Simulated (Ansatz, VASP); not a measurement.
Two plane-wave programs on LaYN2

File INCAR:

```
PREC = Accurate
ENCUT = 600
EDIFF = 1E-6
ISMEAR = 0
SIGMA = 0.1
LREAL = False
LASPH = True
NELM = 100
ALGO = Normal
ISIF = 3
LWAVE = False
LCHARG = False
GGA = PE
IBRION = 2
NSW = 100
EDIFFG = -0.01
```

The input KPOINTS:

```
Automatic mesh
0
Gamma
  10 10 6
```

Contents of POSCAR:

```
LaYN2
1.0
    3.9164476378      0.0000000000      0.0000000000
    0.0000000000      3.9164476378      0.0000000000
    0.0000000000      0.0000000000      8.6391523438
La Y N
2 2 4
Direct
    0.5000000000      0.0000000000      0.6428436807
    0.0000000000      0.5000000000      0.3571563193
    0.5000000000      0.5000000000      0.0000000000
    0.0000000000      0.0000000000      0.0000000000
    0.0000000000      0.5000000000      0.7997393902
    0.5000000000      0.0000000000      0.3677966927
    0.5000000000      0.0000000000      0.2002606098
    0.0000000000      0.5000000000      0.6322033073
```

Input for Ansatz:

```yaml
crystal:
  lattice:
    - [3.9164476378, 0.0, 0.0]
    - [0.0, 3.9164476378, 0.0]
    - [0.0, 0.0, 8.6391523438]
  atoms:
    - { symbol: La, position: [0.5, 0.0, 0.6428436807] }
    - { symbol: La, position: [0.0, 0.5, 0.3571563193] }
    - { symbol: "Y", position: [0.5, 0.5, 0.0] }
    - { symbol: "Y", position: [0.0, 0.0, 0.0] }
    - { symbol: "N", position: [0.0, 0.5, 0.7997393902] }
    - { symbol: "N", position: [0.5, 0.0, 0.3677966927] }
    - { symbol: "N", position: [0.5, 0.0, 0.2002606098] }
    - { symbol: "N", position: [0.0, 0.5, 0.6322033073] }
basis:
  ecutwfc: 420
kpoints:
  mp_grid: { grid: [10, 10, 6] }
hamiltonian:
  xc: pbe
scf:
  occupations: { method: gaussian, width: 0.1 }
output:
  forces: true
  stress: true
  eigenvalues: true
  write_density: true
  write_potential: true
  elf: true
  volumetric_format: npy
relax:
  adjacent_minimum: "off"
  f_tol: 0.01
  max_steps: 80
  cell: { stress_tol: 0.05 }
```

Change from the starting cell: species swapped into the ScCoC2 type (P4/nmm, No. 129).

Alike in both runs: task relaxation of cell and atoms; functional PBE; k mesh 10 × 10 × 6; occupations gaussian, width 0.1 eV; no spin polarisation.

|  | VASP | Ansatz |
| --- | --- | --- |
| version | VASP 6.6.1 | Ansatz 0.2.0 |
| potentials or method | VASP PAW PBE potentials, release 64 (La, Y_sv, N), cutoff 600 eV | scalar-relativistic, plane waves, PAW |
| valence electrons in the cell | 64 | 64 |

Ansatz gave:

| Quantity | Value |
| --- | --- |
| gap on the k mesh at the Fermi level, each at its own relaxed structure (eV) | none |
| relaxed volume (Å³/atom) | 16.54 |
| relaxed cell length with the largest relative difference (Å) | 3.925 |

Problem. What did VASP give for the same quantities?

Solution. gap on the k mesh at the Fermi level, each at its own relaxed structure (eV): none; relaxed volume (Å³/atom): 16.50; relaxed cell length with the largest relative difference (Å): 3.922.

A gap of «none» marks a metal or a gap that the smearing closes.

Spin-orbit coupling is off throughout.
